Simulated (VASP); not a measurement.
YIn, 2 atoms in the cell. It takes space group P4/mmm (No. 123, tetragonal). Conventional cell: a = 3.538 Å, b = 3.538 Å, c = 4.066 Å, α = 90.00°, β = 90.00°, γ = 90.00°. Y (site symmetry 4/mmm) has 8 In at 3.22 Å and 6 Y at 3.54 to 4.07 Å within 4.2 Å. In (site symmetry 4/mmm) has 8 Y at 3.22 Å and 6 In at 3.54 to 4.07 Å within 4.2 Å. 

| Item | Value |
| --- | --- |
| Program | VASP 6.6.1 |
| Task | single point |
| Functional | PBEsol |
| Potentials or basis | VASP PAW PBE potentials, release 64 (Y_sv, In_d) |
| Cutoff | 520 eV |
| k mesh | 14 × 14 × 14 |
| Occupations | gaussian, width 0.15 eV |
| Spin | no spin polarisation |
| Dipole correction | no |
| Further INCAR settings | ALGO = Fast; EDIFF = 1e-07; NBANDS = 19 |

Potentials or basis: VASP PAW PBE potentials, release 64 (Y_sv, In_d).

Launch:

```console
$ cat potpaw_PBE.64/Y_sv/POTCAR potpaw_PBE.64/In_d/POTCAR > POTCAR
$ mpirun -np 1 vasp_std > vasp.out
```

Hardware: 1 thread of Intel Xeon 8259CL (shared host).

Question: How long does it take, and how much memory?

Answer: It took 17 min on 1 thread of Intel Xeon 8259CL, with other jobs on the host, peak memory 0.43 GiB. Counts: scf iterations 30, k points 288.
